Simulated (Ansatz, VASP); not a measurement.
## SnO in VASP and in Ansatz

The input POSCAR:

```
SnO
1.0
    3.7986000000      0.0000000000      0.0000000000
    0.0000000000      3.7986000000      0.0000000000
    0.0000000000      0.0000000000      4.8408000000
Sn O
2 2
Direct
    0.5000000000      0.0000000000      0.2422836718
    0.0000000000      0.5000000000      0.7577163282
    0.0000000000      0.0000000000      0.0000000000
    0.5000000000      0.5000000000      0.0000000000
```

The input INCAR.step1:

```
  PREC = Accurate
  ENCUT = 520
  ISMEAR = -1
  SIGMA = 0.05
  LREAL = False
  LASPH = True
  NELM = 100
  NBANDS = 28
  GGA = PE
  ALGO = Normal
  EDIFF = 1E-4
  LWAVE = True
  LCHARG = False
```

The input INCAR.step2:

```
  PREC = Accurate
  ENCUT = 520
  EDIFF = 1E-8
  ISMEAR = -1
  SIGMA = 0.05
  LREAL = False
  LASPH = True
  NELM = 100
  ALGO = Normal
  ISIF = 2
  LWAVE = False
  LCHARG = False
  METAGGA = R2SCAN
  LMIXTAU = True
  LEFG = True
  NBANDS = 28
  ISTART = 1
```

The input KPOINTS:

```
Automatic mesh
0
Gamma
  12 12 10
```

Input for Ansatz:

```yaml
crystal:
  lattice:
    - [3.7986, 0.0, 0.0]
    - [0.0, 3.7986, 0.0]
    - [0.0, 0.0, 4.8408]
  atoms:
    - { symbol: Sn, position: [0.5, 0.0, 0.2422836718] }
    - { symbol: Sn, position: [0.0, 0.5, 0.7577163282] }
    - { symbol: O, position: [0.0, 0.0, 0.0] }
    - { symbol: O, position: [0.5, 0.5, 0.0] }
kpoints:
  mp_grid: { grid: [12, 12, 10] }
scf:
  occupations: { method: fermi_dirac, width: 0.05 }
hamiltonian:
  xc: r2scan
  pseudopotentials: { kind: paw }
output:
  forces: true
  stress: true
  populations: true
  efg:
    quadrupole_moments_barn: { Sn: -0.132, O: -0.02558 }
    contact_densities: true
```

Alike in both runs: task electric field gradients; functional r2SCAN; k mesh 12 × 12 × 10; occupations fermi-dirac, width 0.05 eV; no spin polarisation.

|  | VASP | Ansatz |
| --- | --- | --- |
| version | VASP 6.6.1 | Ansatz 0.2.0 |
| potentials or method | VASP PAW PBE potentials, release 64 (Sn_d, O) | plane-wave PAW, scalar-relativistic |
| plane-wave cutoff (eV) | 520 | 500 |
| valence electrons in the cell | 40 | 40 |

|  | VASP | Ansatz | Ansatz less VASP |
| --- | --- | --- | --- |
| pressure (GPa) | -0.4 | -1.0 | -0.55 |
| traceless stress, the component that is largest in VASP (GPa) | -0.79 | -0.75 | +0.040 |
| rms of the force components (eV/Å) | 0.158 | 0.213 | +0.0548 |
| size of Vzz on the site where it differs most (V/Å²) | 189.0 | 191.2 | +2.25 |

VASP's potentials were made for PBE, not for r2SCAN. Atom by atom the forces differ by 0.055 eV/Å (rms over components). The functional is the same, so the differences come from potentials, cutoffs and numerics.
